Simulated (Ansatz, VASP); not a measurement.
**One calculation of PbS, two programs**

```
CELL_PARAMETERS angstrom
0.00000 2.96575 2.96575
2.96575 0.00000 2.96575
2.96575 2.96575 0.00000
ATOMIC_POSITIONS crystal
Pb 0.00000 0.00000 0.00000
S 0.50000 0.50000 0.50000
```

Alike in both runs: task single point; functional HSE06; k mesh 6 × 6 × 6; no spin polarisation.

```csv
,VASP,Ansatz
version,VASP 6.6.1,Ansatz 0.2.0
potentials or method,"VASP PAW PBE potentials, release 64 (Pb_d, S), cutoff 400 eV","scalar-relativistic, plane waves, PAW"
occupations,"gaussian, width 0.01 eV",fixed
valence electrons in the cell,20,20
```

```tsv
	VASP	Ansatz	Ansatz less VASP
gap on the k mesh at the Fermi level (eV)	0.79	0.79	-0.006
least direct gap on the mesh (eV)	0.79	0.79	-0.006
pressure (GPa)	1.0	1.1	+0.09
```

Ansatz's warnings: stress exchange threshold loose, stress scf threshold loose.

Spin-orbit coupling is off throughout.
